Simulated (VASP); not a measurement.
**PtSe2: single point with HSE06**

The system is PtSe2.

```
Pt Se
1.0
     3.51463    0.00000    0.00000
    -1.75731    3.04376    0.00000
     0.00000    0.00000    4.97425
Pt Se
1 2
Cartesian
  0.0000 0.0000 0.0000
  0.0000 2.0292 1.3855
  1.7573 1.0146 3.5888
```

This cell differs from its parent crystal: strain -5.7%.

- Program: VASP 6.6.1
- Task: single point
- Functional: HSE06
- Potentials or basis: VASP PAW PBE potentials, release 64 (Pt, Se)
- Cutoff: 520 eV
- k mesh: 6 × 6 × 4
- Occupations: fermi-dirac, width 0.02 eV
- Spin: no spin polarisation

```json
{"Pressure": "16.7 GPa", "Largest force": "0.364 eV/Å", "Band gap on the k mesh": "zero (bands 11 and 12 overlap by 0.71 eV)"}
```

Forces on the atoms (eV/Å):
```
Pt   0.000  0.000  0.000
Se   0.000  0.000 -0.364
Se   0.000  0.000  0.364
```

Stress tensor (GPa, compression positive):
```
20.73  0.00  0.00
 0.00 20.73  0.00
 0.00  0.00  8.67
```

Levels at points of the mesh, in eV from the Fermi level:
```tsv
k point	band 7	band 8	band 9	band 10	band 11	band 12	band 13	band 14	band 15	band 16
(0.00, 0.00, 0.00)	-5.53	-4.37	-1.17	-1.17	0.60	1.15	1.15	3.94	5.71	8.18
(0.50, 0.00, 0.00)	-5.17	-4.74	-4.70	-4.42	-3.84	0.54	3.01	6.10	6.25	7.00
(0.00, 0.00, 0.50)	-5.58	-4.45	-2.26	-2.07	-2.07	2.81	2.81	5.52	7.73	7.75
(0.50, 0.00, 0.50)	-5.28	-4.74	-4.24	-2.95	-1.95	0.47	2.43	4.69	5.35	6.75
```

It took 94 min on 1 thread of Intel(R) Xeon(R) Platinum 8259CL CPU @ 2.50GHz (Skylake/Cascade Lake), on a shared host, peak memory 0.3 GiB.

Caveat: the cell differs from its parent crystal (strain -5.7%); the stress differs along the axes, from 9 to 21 GPa; the PAW data sets were made with another functional, which shifts forces and pressure a little; spin-orbit coupling is left out, which moves the levels of the heavy elements.
